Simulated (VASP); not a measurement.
Here is a VASP 6.6.1 calculation.

File INCAR:

```
  PREC = Accurate
  ENCUT = 520
  EDIFF = 1E-7
  ISMEAR = 0
  SIGMA = 0.01
  LREAL = F
  LASPH = T
  NELM = 100
  ALGO = Normal
  ISIF = 2
  LWAVE = F
  LCHARG = T
  LELF = T
  LVHAR = T
  NBANDS = 33
```

File KPOINTS:

```
regular mesh
0
Gamma
  6 6 8
```

POSCAR

```
TiO2
1.0
    4.5709021858      0.0000000000      0.0000000000
    0.0000000000      4.5709021858      0.0000000000
    0.0000000000      0.0000000000      2.9083769711
Ti O
2 4
Direct
    0.0000000000      0.0000000000      0.0000000000
    0.5000000000      0.5000000000      0.5000000000
    0.3039661007      0.3039661007      0.0000000000
    0.1960338993      0.8039661007      0.5000000000
    0.6960338993      0.6960338993      0.0000000000
    0.8039661007      0.1960338993      0.5000000000
```

Potentials or basis: VASP PAW LDA potentials, release 64 (Ti_sv, O).

The run is started by

```bash
$ cat potpaw_LDA.64/Ti_sv/POTCAR potpaw_LDA.64/O/POTCAR > POTCAR
$ mpirun -np 1 vasp_std > vasp.out
```

(1) Predict the band gap on the k mesh.

(2) Predict the pressure.

(3) Predict the largest force.

## Answers

(1) 1.83 eV.

(2) -0.2 GPa.

(3) 0.016 eV/Å.

Caveat: the cell differs from its parent crystal (in-plane strain +0.005).
